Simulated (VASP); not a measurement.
# Zn2B3 (Pn-3m) in VASP: relaxation of cell and atoms with PBE

Aim: the relaxation of cell and atoms of Zn2B3 with PBE.

Everything below comes from runs of VASP 6.6.1. Logs are shortened: lines on timing, memory, paths and dates and some standing lists are left out, and cuts for length are marked.

### 1 The cell of the first run

Symmetry: Pn-3m, No. 224, cubic system. Conventional cell: a = 4.855 Å, b = 4.855 Å, c = 4.855 Å, α = 90.00°, β = 90.00°, γ = 90.00°. Within 2.8 Å of Zn (site symmetry -3m) lie 6 B at 2.10 Å. Within 2.8 Å of B (site symmetry -42m) lie 4 Zn at 2.10 Å and 4 B at 2.43 Å.

The cell was built from a structure type or drawn by symmetry, and may not be a known phase.

### 2 Relaxation of cell and atoms, PBE

Contents of INCAR:

```
SYSTEM = Zn2B3
PREC = Accurate
ENCUT = 500
EDIFF = 1E-7
ISMEAR = 0
SIGMA = 0.2
LREAL = .FALSE.
LASPH = .TRUE.
NELM = 120
ALGO = Normal
ISIF = 3
LWAVE = .FALSE.
LCHARG = .FALSE.
GGA = PE
IBRION = 2
NSW = 36
EDIFFG = -0.08
GGA_COMPAT = .FALSE.
NELMIN = 4
```

Contents of KPOINTS:

```
Automatic mesh
0
G
  4 4 4
  0 0 0
```

Contents of POSCAR:

```
Zn2B3
1.0
    4.8547336800      0.0000000000      0.0000000000
    0.0000000000      4.8547336800      0.0000000000
    0.0000000000      0.0000000000      4.8547336800
Zn B
4 6
Direct
    0.2500000000      0.2500000000      0.2500000000
    0.2500000000      0.7500000000      0.7500000000
    0.7500000000      0.7500000000      0.2500000000
    0.7500000000      0.2500000000      0.7500000000
    0.0000000000      0.5000000000      0.5000000000
    0.0000000000      0.5000000000      0.0000000000
    0.5000000000      0.0000000000      0.5000000000
    0.0000000000      0.0000000000      0.5000000000
    0.5000000000      0.0000000000      0.0000000000
    0.5000000000      0.5000000000      0.0000000000
```

Potentials or basis: VASP PAW PBE potentials, release 64 (Zn, B).

The run is started by

```console
$ cat potpaw_PBE.64/Zn/POTCAR potpaw_PBE.64/B/POTCAR > POTCAR
$ mpirun -np 1 vasp_std > vasp.out
```

OUTCAR:

```text
SYSTEM = Zn2B3
   PREC = Accurate
   ENCUT = 500
   EDIFF = 1E-7
   ISMEAR = 0
   LREAL = .FALSE.
   LASPH = .TRUE.
   NELM = 120
   ISIF = 3
   GGA = PE
   IBRION = 2
   NSW = 36
   EDIFFG = -0.08
   NELMIN = 4

 ion  position               nearest neighbor table
   1  0.250  0.250  0.250-   5 2.10   6 2.10   7 2.10   8 2.10   9 2.10  10 2.10
   2  0.250  0.750  0.750-   5 2.10   6 2.10   7 2.10   8 2.10   9 2.10  10 2.10
   3  0.750  0.750  0.250-   5 2.10   6 2.10   7 2.10   8 2.10   9 2.10  10 2.10
   4  0.750  0.250  0.750-   5 2.10   6 2.10   7 2.10   8 2.10   9 2.10  10 2.10
   5  0.000  0.500  0.500-   1 2.10   2 2.10   3 2.10   4 2.10
   6  0.000  0.500  0.000-   1 2.10   2 2.10   3 2.10   4 2.10
   7  0.500  0.000  0.500-   1 2.10   2 2.10   3 2.10   4 2.10
   8  0.000  0.000  0.500-   1 2.10   2 2.10   3 2.10   4 2.10
   9  0.500  0.000  0.000-   1 2.10   2 2.10   3 2.10   4 2.10
  10  0.500  0.500  0.000-   1 2.10   2 2.10   3 2.10   4 2.10

  LATTYP: Found a simple cubic cell.
 ALAT       =     4.8547336800

  Lattice vectors:

 A1 = (   4.8547336800,   0.0000000000,   0.0000000000)
 A2 = (   0.0000000000,   4.8547336800,   0.0000000000)
 A3 = (   0.0000000000,   0.0000000000,   4.8547336800)

Analysis of symmetry for initial positions (statically):
=====================================================================
 Subroutine PRICEL returns:
 Original cell was already a primitive cell.

 Routine SETGRP: Setting up the symmetry group for a
 simple cubic supercell.

 Subroutine GETGRP returns: Found 48 space group operations
 (whereof 24 operations were pure point group operations)
 out of a pool of 48 trial point group operations.

The static configuration has the point symmetry T_d .
 The point group associated with its full space group is O_h .

Analysis of symmetry for dynamics (positions and initial velocities):
=====================================================================
 Subroutine PRICEL returns:
 Original cell was already a primitive cell.

 Routine SETGRP: Setting up the symmetry group for a
 simple cubic supercell.

 Subroutine GETGRP returns: Found 48 space group operations
 (whereof 24 operations were pure point group operations)
[... 177 lines left out ...]
      1.21368      1.21368      1.21368        -0.000000     -0.000000     -0.000000
      1.21368      3.64105      3.64105         0.000000      0.000000      0.000000
      3.64105      3.64105      1.21368        -0.000000     -0.000000      0.000000
      3.64105      1.21368      3.64105        -0.000000     -0.000000     -0.000000
      0.00000      2.42737      2.42737        -0.000000     -0.000000     -0.000000
      0.00000      2.42737      0.00000        -0.000000     -0.000000     -0.000000
      2.42737      0.00000      2.42737        -0.000000     -0.000000     -0.000000
      0.00000      0.00000      2.42737        -0.000000     -0.000000     -0.000000
      2.42737      0.00000      0.00000        -0.000000     -0.000000     -0.000000
      2.42737      2.42737      0.00000        -0.000000     -0.000000     -0.000000
 -----------------------------------------------------------------------------------
    total drift:                                0.000000      0.000000      0.000000

  FREE ENERGIE OF THE ION-ELECTRON SYSTEM (eV)
  ---------------------------------------------------
  free  energy   TOTEN  =       -32.2242228642 eV

  energy  without entropy=      -32.1764823660  energy(sigma->0) =      -32.20035262

--------------------------------------- Ionic step        2  -------------------------------------------

 number of electron      66.0000040 magnetization

 Free energy of the ion-electron system (eV)
  ---------------------------------------------------
  ext. energy  EPLUGINS =         0.00000000
  ---------------------------------------------------
  free energy    TOTEN  =       -32.22782575 eV

  energy without entropy =      -32.17974487  energy(sigma->0) =      -32.20378531

 E-fermi :   3.1874     XC(G=0): -11.1146

 val. band max:        3.1585077561   @ k =   0.5000   0.5000   0.2500
 cond. band min:       3.2273682570   @ k =   0.5000   0.2500   0.2500
 fundamental gap:      0.0688605009
 Fermi energy:         3.1874162441

 k-point     1 :       0.0000    0.0000    0.0000
  band No.  band energies     occupation
      1      -8.9452      2.00000
      2      -5.6044      2.00000
      3      -5.6044      2.00000
      4      -5.3533      2.00000
      5      -5.3533      2.00000
      6      -5.3533      2.00000
[... 409 lines left out ...]
     38       6.1433      0.00000
     39       6.1848      0.00000

------------------------ aborting loop because EDIFF is reached ----------------------------------------

  FORCE on cell =-STRESS in cart. coord.  units (eV):
  Direction    XX          YY          ZZ          XY          YZ          ZX
  --------------------------------------------------------------------------------------
  -------------------------------------------------------------------------------------
  Total       -0.1661070     -0.1661070     -0.1661070      0.0000000      0.0000000     -0.0000000
  in kB       -2.2989594     -2.2989594     -2.2989594      0.0000000      0.0000000     -0.0000000
  external PRESSURE =      -2.2989594 kB  Pullay stress =       0.0000000 kB

 VOLUME and BASIS-vectors are now :
 -----------------------------------------------------------------------------
  energy-cutoff  :      500.00
  volume of cell :      115.76
      direct lattice vectors                 reciprocal lattice vectors
     4.873666156 -0.000000000 -0.000000000     0.205184345  0.000000000  0.000000000
     0.000000000  4.873666156  0.000000000     0.000000000  0.205184345 -0.000000000
    -0.000000000  0.000000000  4.873666156     0.000000000  0.000000000  0.205184345

 POSITION                                       TOTAL-FORCE (eV/Angst)
 -----------------------------------------------------------------------------------
      1.21842      1.21842      1.21842         0.000000      0.000000      0.000000
      1.21842      3.65525      3.65525         0.000000      0.000000     -0.000000
      3.65525      3.65525      1.21842        -0.000000     -0.000000     -0.000000
      3.65525      1.21842      3.65525        -0.000000      0.000000     -0.000000
      4.87367      2.43683      2.43683         0.000000     -0.000000      0.000000
      4.87367      2.43683      4.87367         0.000000     -0.000000      0.000000
      2.43683      4.87367      2.43683        -0.000000      0.000000      0.000000
      4.87367      4.87367      2.43683        -0.000000     -0.000000      0.000000
      2.43683      4.87367      4.87367         0.000000      0.000000      0.000000
      2.43683      2.43683      4.87367         0.000000      0.000000      0.000000
 -----------------------------------------------------------------------------------
    total drift:                                0.000000      0.000000     -0.000000

  FREE ENERGIE OF THE ION-ELECTRON SYSTEM (eV)
  ---------------------------------------------------
  free  energy   TOTEN  =       -32.2278257494 eV

  energy  without entropy=      -32.1797448742  energy(sigma->0) =      -32.20378531

 reached required accuracy - stopping structural energy minimisation
```

Run time: 51 s. Hardware: 1 thread of AMD EPYC 9R45 (Zen 5), shared host; peak memory 0.18 GiB.

Results:

* Free energy: -32.2278 eV
* Relaxed volume: 11.58 Å³/atom
* Relaxed cell: a = 4.874 Å, b = 4.874 Å, c = 4.874 Å, α = 90.00°, β = 90.00°, γ = 90.00°
* Space group after relaxing (to 0.1 Å): Pn-3m (No. 224)
* Energy gained by relaxing: 0.4 meV/atom
* Ionic steps: 2
* Pressure after relaxing: -0.2 GPa
* Band gap on the k mesh: zero (bands 33 and 34 overlap by 1.31 eV)

Step by step:
| step | energy change (eV) | largest force (eV/Å) | pressure (GPa) | volume (Å³) |
| --- | --- | --- | --- | --- |
| 1 | 0.0000 | 0.0000 | 1.13 | 114.42 |
| 2 | -0.0036 | 0.0000 | -0.23 | 115.76 |

Final structure:
```
Zn B
1.0
     4.87367    0.00000    0.00000
     0.00000    4.87367    0.00000
     0.00000    0.00000    4.87367
Zn B
4 6
Direct
  0.25000 0.25000 0.25000
  0.25000 0.75000 0.75000
  0.75000 0.75000 0.25000
  0.75000 0.25000 0.75000
  0.00000 0.50000 0.50000
  0.00000 0.50000 0.00000
  0.50000 0.00000 0.50000
  0.00000 0.00000 0.50000
  0.50000 0.00000 0.00000
  0.50000 0.50000 0.00000
```
